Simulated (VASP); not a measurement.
# BN (F-43m) in VASP: G0W0 quasiparticle levels with PBEsol

Aim: the G0W0 quasiparticle levels of BN with PBEsol.

Program: VASP 6.6.1. These are calculated values, not measurements. Logs are shortened: lines on timing, memory, paths and dates and some standing lists are left out, and cuts for length are marked.

## Step 1: The cell of the first run

It takes space group F-43m (No. 216, cubic). The conventional cell has a = 3.615 Å, b = 3.615 Å, c = 3.615 Å, α = 90.00°, β = 90.00°, γ = 90.00°. Within 2.1 Å of B (site symmetry -43m) lie 4 N at 1.57 Å. N (site symmetry -43m) has 4 B at 1.57 Å within 2.1 Å.

## Step 2: G0W0 quasiparticle levels, PBEsol

POSCAR

```
BN
1.0
    2.5561910000      0.0000000000      0.0000000000
    1.2780955000      2.2137263429      0.0000000000
    1.2780955000      0.7379087810      2.0871212117
B N
1 1
Direct
    0.0000000000      0.0000000000      0.0000000000
    0.2500000000      0.2500000000      0.2500000000
```

INCAR.step1

```
PREC = Accurate
ENCUT = 500
EDIFF = 1E-8
ISMEAR = 0
SIGMA = 0.01
LREAL = False
LASPH = True
NELM = 60
ALGO = Normal
LWAVE = True
LCHARG = False
GGA = PS
```

INCAR.step2

```
PREC = Accurate
ENCUT = 500
EDIFF = 1E-8
ISMEAR = 0
SIGMA = 0.01
LREAL = False
LASPH = True
NELM = 1
ALGO = Exact
LWAVE = True
LCHARG = False
GGA = PS
NBANDS = 104
LOPTICS = True
ISTART = 1
```

INCAR.step3

```
PREC = Accurate
ENCUT = 500
EDIFF = 1E-8
ISMEAR = 0
SIGMA = 0.01
LREAL = False
LASPH = True
ALGO = EVGW0
LWAVE = False
LCHARG = False
GGA = PS
NELMGW = 1
NBANDS = 104
ENCUTGW = 120.0
NOMEGA = 48
PRECFOCK = Fast
ISTART = 1
NBANDSGW = 12
```

KPOINTS

```
regular mesh
0
Gamma
  5 5 5
```

Potentials or basis: VASP PAW PBE potentials, release 64 (B_GW, N_GW).

Launch:

```console
> cat potpaw_PBE.64/B_GW/POTCAR potpaw_PBE.64/N_GW/POTCAR > POTCAR
> cp INCAR.step1 INCAR
> mpirun -np 1 vasp_std > vasp.out
> cp INCAR.step2 INCAR
> mpirun -np 1 vasp_std > vasp.out
> cp INCAR.step3 INCAR
> mpirun -np 1 vasp_std > vasp.out
```

OUTCAR:

```text
PREC = Accurate
   ENCUT = 500
   EDIFF = 1E-8
   ISMEAR = 0
   LREAL = False
   LASPH = True
   GGA = PS
   NELMGW = 1
   ENCUTGW = 120.0
   PRECFOCK = Fast
   ISTART = 1

 ion  position               nearest neighbor table
   1  0.000  0.000  0.000-   2 1.57   2 1.57   2 1.57   2 1.57
   2  0.250  0.250  0.250-   1 1.57   1 1.57   1 1.57   1 1.57

  LATTYP: Found a face centered cubic cell.
 ALAT       =     3.6149999802

  Lattice vectors:

 A1 = (   2.5561910000,   0.0000000000,   0.0000000000)
 A2 = (   1.2780955000,   2.2137263429,   0.0000000000)
 A3 = (   1.2780955000,   0.7379087810,   2.0871212117)

Analysis of symmetry for initial positions (statically):
=====================================================================
 Subroutine PRICEL returns:
 Original cell was already a primitive cell.

 Routine SETGRP: Setting up the symmetry group for a
 face centered cubic supercell.

 Subroutine GETGRP returns: Found 24 space group operations
 (whereof 24 operations were pure point group operations)
 out of a pool of 48 trial point group operations.

The static configuration has the point symmetry T_d .

Analysis of symmetry for dynamics (positions and initial velocities):
=====================================================================
 Subroutine PRICEL returns:
 Original cell was already a primitive cell.

 Routine SETGRP: Setting up the symmetry group for a
 face centered cubic supercell.

 Subroutine GETGRP returns: Found 24 space group operations
 (whereof 24 operations were pure point group operations)
 out of a pool of 48 trial point group operations.

The dynamic configuration has the point symmetry T_d .

 Subroutine INISYM returns: Found 24 space group operations
 (whereof 24 operations are pure point group operations),
 and found     1 'primitive' translations

----------------------------------------------------------------------------------------

                                     Primitive cell

  volume of cell :      11.8104

  direct lattice vectors                    reciprocal lattice vectors
     2.556191000  0.000000000  0.000000000     0.391207073 -0.225863509 -0.159709619
     1.278095500  2.213726343  0.000000000     0.000000000  0.451727018 -0.159709619
     1.278095500  0.737908781  2.087121212     0.000000000  0.000000000  0.479128857

  length of vectors
     2.556191000  2.556191000  2.556191000     0.479128857  0.479128857  0.479128857

  position of ions in fractional coordinates (direct lattice)
     0.000000000  0.000000000  0.000000000
     0.250000000  0.250000000  0.250000000

  ion indices of the primitive-cell ions
   primitive index   ion index
                 1           1
                 2           2

----------------------------------------------------------------------------------------

 KPOINTS: regular mesh

Automatic generation of k-mesh.
 Grid dimensions read from file:
 generate k-points for:    5    5    5

 Generating k-lattice:

  Cartesian coordinates                     Fractional coordinates (reciprocal lattice)
     0.078241415 -0.045172702 -0.031941924     0.200000000  0.000000000  0.000000000
     0.000000000  0.090345404 -0.031941924     0.000000000  0.200000000  0.000000000
     0.000000000  0.000000000  0.095825771     0.000000000  0.000000000  0.200000000

  Length of vectors
     0.095825771  0.095825771  0.095825771

  Shift w.r.t. Gamma in fractional coordinates (k-lattice)
     0.000000000  0.000000000  0.000000000

 Subroutine IBZKPT returns following result:
 ===========================================

 Found     10 irreducible k-points:

 Following reciprocal coordinates:
            Coordinates               Weight
  0.000000  0.000000  0.000000      1.000000
  0.200000  0.000000 -0.000000      8.000000
  0.400000  0.000000 -0.000000      8.000000
  0.200000  0.200000  0.000000      6.000000
  0.400000  0.200000 -0.000000     24.000000
 -0.400000  0.200000  0.000000     24.000000
 -0.200000  0.200000  0.000000     12.000000
  0.400000  0.400000 -0.000000      6.000000
 -0.400000  0.400000  0.000000     12.000000
 -0.400000  0.400000  0.200000     24.000000
   k-points           NKPTS =     10   k-points in BZ     NKDIM =    125   number of bands    NBANDS=    104
   number of dos      NEDOS =    301   number of ions     NIONS =      2
   total plane-waves  NPLWV =   8000
   dimension x,y,z NGX =    20 NGY =   20 NGZ =   20
   dimension x,y,z NGXF=    40 NGYF=   40 NGZF=   40
   ions per type =               1   1
   NGX,Y,Z   is equivalent  to a cutoff of  13.01, 13.01, 13.01 a.u.
   NGXF,Y,Z  is equivalent  to a cutoff of  26.01, 26.01, 26.01 a.u.
 SYSTEM =  unknown system
   PREC   = accura    normal or accurate (medium, high low for compatibility)
   ISTART =      1    job   : 0-new  1-cont  2-samecut
   ICHARG =      0    charge: 1-file 2-atom 10-const
   ISPIN  =      1    spin polarized calculation?
   LNONCOLLINEAR =      F non collinear calculations
   LSORBIT =      F    spin-orbit coupling
   LASPH  =      T    aspherical Exc in radial PAW
   ENCUT  =  500.0 eV  36.75 Ry    6.06 a.u.   4.66  4.66  4.66*2*pi/ulx,y,z
   NELM   =     60;   NELMIN=  2; NELMDL=  0     # of ELM steps
   EDIFF  = 0.1E-07   stopping-criterion for ELM
   LREAL  =      F    real-space projection
   EDIFFG = 0.1E-06   stopping-criterion for IOM
   NSW    =      0    number of steps for IOM
   IBRION =     -1    ionic relax: 0-MD 1-quasi-New 2-CG
   NFREE  =      0    steps in history (QN), initial steepest desc. (CG)
   ISIF   =      0    stress and relaxation
   ISYM   =      3    0-nonsym 1-usesym 2-fastsym
   POTIM  = 0.5000    time-step for ionic-motion
   TEBEG  =    0.0;   TEEND  =   0.0 temperature during run
   PSTRESS=    0.0 pullay stress
   NELECT =       8.0000    total number of electrons
   NUPDOWN=      -1.0000    fix difference up-down
   EMIN   =  10.00;   EMAX   =-10.00  energy-range for DOS
   EFERMI =   0.00;   METHOD = LEGACY
   ISMEAR =     0;   SIGMA  =   0.01  broadening in eV -4-tet -1-fermi 0-gaus
   EFERMI_NEDOS =   21; number of points for ismear=-14 and -15
   IALGO  =     38    algorithm
   IMIX   =      4    mixing-type and parameters
     AMIX     =   0.40;   BMIX     =  1.00
     AMIX_MAG =   1.60;   BMIX_MAG =  1.00
  volume/ion in A,a.u.               =       5.91        39.85
  Fermi-wavevector in a.u.,A,eV,Ry     =   1.437749  2.716952 28.124920  2.067123
  Thomas-Fermi vector in A             =   2.556793
   LORBIT       =      0    0 simple, 1 ext, 2 COOP (PROOUT), +10 PAW based schemes
   GGA     = PS    functional components
   LHFCALC =     T    Hartree Fock is set to
   PRECFOCK=fast      Normal, Fast or Accurate (Low or Medium for compatibility)
   ENCUT4O =  -1.0   cutoff for four orbital integrals eV
   NKREDX  =     1    reduce k-point grid by
   NKREDY  =     1    reduce k-point grid by
   NKREDZ  =     1    reduce k-point grid by
   AEXX    =    1.0000 exact exchange contribution
   HFSCREEN=    0.0000 screening length (either q_TF or 0.3 A-1)
   HFSCREENC=   0.0000 screening length for correlation (either q_TF or 0.3 A-1)
   ENCUTFOCK=  -1.0 apply spherical cutoff to Coloumb kernel
   IVDW    =     0    specifies the selected vdW correction
   LEPSILON=     F    determine dielectric tensor
   LRPA    =     F    only Hartree local field effects (RPA)
   LRPAFORCE           =     F    calculate RPA forces
   ENCUTGW             = 120.0    cutoff for response function in eV
   ENCUTGWSOFT         =  96.0    soft cutoff for Coulomb kernel in GW response function in eV
   ENCUTLF             =  -1.0    cutoff for local field effects
   NELMGW              =     1    number of iterations in solving QP/BSE equation
   NELMHF              =     1    number of iterations in the inner HF iteration
   NKREDLFX            =     1    NKREDLFY  =   1   NKREDLFZ  =   1
 non-spin polarized calculation
 Gauss-broadening in eV      SIGMA  =   0.01
  energy-cutoff  :      500.00
  volume of cell :       11.81
 maximum number of plane-waves:       308
  NGX = 12; NGY = 12; NGZ = 12
   NGX =  9   NGY =  9   NGZ =  9
 maximum number of plane-waves:        40

 QP shifts <psi_nk| G(iteration)W_0 |psi_nk>: iteration 1
 for sc-GW calculations column KS-energies equals QP-energies in previous step
 and V_xc(KS)=  KS-energies - (<T + V_ion + V_H > + <T+V_H+V_ion>^1  + <V_x>^1)

 k-point   1 :       0.0000    0.0000    0.0000
  band No.  KS-energies  QP-energies   sigma(KS)   V_xc(KS)     V^pw_x(r,r')   Z            occupation Imag(sigma)

      1     -12.8309     -14.7678     -17.9183     -15.4372     -26.4217       0.7807       2.0000       1.4681
      2       7.4304       6.6679     -19.1144     -18.1898     -21.8903       0.8247       2.0000       0.1063
      3       7.4304       6.6679     -19.1144     -18.1898     -21.8903       0.8247       2.0000       0.1063
      4       7.4304       6.6679     -19.1144     -18.1898     -21.8903       0.8247       2.0000       0.1063
      5      16.1869      17.5247     -12.2304     -13.8419      -6.9734       0.8301       0.0000      -0.1054
      6      16.1869      17.5247     -12.2304     -13.8419      -6.9734       0.8301       0.0000      -0.1054
      7      16.1869      17.5247     -12.2304     -13.8419      -6.9734       0.8301       0.0000      -0.1054
      8      17.6962      18.8443     -14.0541     -15.4630      -8.3481       0.8149       0.0000      -0.1291
      9      31.9342      32.5380     -10.9544     -11.7172      -3.3133       0.7917       0.0000      -0.5964
     10      35.1305      36.3346     -11.9705     -13.4077      -5.4468       0.8378       0.0000      -0.5786
     11      35.1305      36.3346     -11.9705     -13.4077      -5.4468       0.8378       0.0000      -0.5786
     12      35.5350      36.4038     -10.3671     -11.4091      -3.0603       0.8338       0.0000      -1.0215

 k-point   2 :       0.2000    0.0000   -0.0000
  band No.  KS-energies  QP-energies   sigma(KS)   V_xc(KS)     V^pw_x(r,r')   Z            occupation Imag(sigma)

      1     -11.8671     -13.7103     -17.9794     -15.5993     -26.3053       0.7744       2.0000       1.3272
      2       3.4127       2.2643     -18.0125     -16.5940     -21.5062       0.8096       2.0000       0.1349
      3       6.5973       5.7600     -18.7522     -17.7340     -21.6339       0.8223       2.0000       0.1094
      4       6.5973       5.7600     -18.7522     -17.7340     -21.6339       0.8223       2.0000       0.1094
      5      16.8226      18.0072     -12.9948     -14.4284      -7.6402       0.8263       0.0000      -0.1123
      6      17.3705      18.7848     -12.5422     -14.2560      -7.0643       0.8252       0.0000      -0.1149
      7      17.3705      18.7848     -12.5422     -14.2560      -7.0643       0.8252       0.0000      -0.1149
      8      20.1630      21.6399     -14.2686     -16.1117      -8.1619       0.8013       0.0000      -0.1567
      9      30.8708      31.6033     -10.3491     -11.2613      -3.0822       0.8030       0.0000      -0.5094
     10      30.9496      31.9284     -11.1537     -12.3335      -4.7153       0.8297       0.0000      -0.4405
     11      30.9496      31.9284     -11.1537     -12.3335      -4.7153       0.8297       0.0000      -0.4405
     12      35.1242      35.9979     -11.4018     -12.4836      -3.4377       0.8077       0.0000      -0.9849
[... 100 lines left out ...]
      1      -7.0555      -8.6173     -19.3306     -17.2607     -26.7615       0.7545       2.0000       0.7035
      2      -1.0049      -2.5448     -17.3597     -15.3930     -22.0619       0.7830       2.0000       0.2237
      3       0.2814      -1.0270     -16.8727     -15.2297     -20.8989       0.7964       2.0000       0.1769
      4       3.0241       1.8776     -17.8609     -16.4441     -21.4596       0.8092       2.0000       0.1392
      5      13.5939      14.5096     -12.1392     -13.2279      -7.3833       0.8410       0.0000      -0.0971
      6      18.9658      20.1084     -12.3963     -13.7784      -6.8570       0.8268       0.0000      -0.1254
      7      23.8926      25.6294     -13.7084     -15.9332      -6.5426       0.7807       0.0000      -0.2519
      8      24.4564      26.0976     -13.6765     -15.7957      -6.2744       0.7744       0.0000      -0.2811
      9      26.6491      28.1957     -13.9653     -15.9383      -6.8642       0.7839       0.0000      -0.2978
     10      33.9471      35.3869     -12.2611     -14.0782      -4.0527       0.7924       0.0000      -0.8324
     11      35.9023      37.0175     -11.4509     -12.7957      -4.4599       0.8293       0.0000      -0.7418
     12      42.4955      43.6279     -11.1818     -12.5590      -3.2842       0.8223       0.0000      -1.2357

 k-point  10 :      -0.4000    0.4000    0.2000
  band No.  KS-energies  QP-energies   sigma(KS)   V_xc(KS)     V^pw_x(r,r')   Z            occupation Imag(sigma)

      1      -7.5765      -9.1677     -19.0632     -16.9581     -26.5674       0.7559       2.0000       0.7568
      2      -0.7213      -2.1666     -17.2954     -15.4579     -21.8340       0.7865       2.0000       0.2119
      3       0.9977      -0.3449     -17.4158     -15.7314     -21.4581       0.7971       2.0000       0.1696
      4       2.4797       1.3040     -17.3530     -15.8980     -20.8998       0.8081       2.0000       0.1412
      5      16.3746      17.5484     -12.9946     -14.4120      -7.8861       0.8281       0.0000      -0.1096
      6      19.5915      20.8641     -12.0405     -13.5878      -6.2006       0.8225       0.0000      -0.1387
      7      21.0468      22.4505     -13.6535     -15.4022      -7.3941       0.8027       0.0000      -0.1680
      8      24.2235      25.9201     -13.5790     -15.7560      -6.2985       0.7793       0.0000      -0.2630
      9      26.0667      27.5172     -13.2910     -15.1184      -6.4690       0.7938       0.0000      -0.2689
     10      32.8886      34.2892     -12.2115     -13.9652      -4.4312       0.7986       0.0000      -0.7053
     11      36.1043      37.2684     -11.8060     -13.2389      -4.1217       0.8124       0.0000      -0.8899
     12      41.1103      42.2624     -11.2243     -12.6229      -3.4762       0.8238       0.0000      -1.1633
```

Run time: 58 s. Hardware: 1 thread of Intel Xeon 8259CL, shared host; peak memory 0.2 GiB.

What came out:

* Quasiparticle gap: 6.38 eV
* Least direct quasiparticle gap: 10.86 eV
* Band gap of the starting levels on the mesh: 4.77 eV
* Least direct gap of the starting levels on the mesh: 8.76 eV

Caveat: the k points lie up to 0.60 Å⁻¹ apart; bands, screening cutoff and mesh are small and nothing is extrapolated, so the quasiparticle values aren't converged.
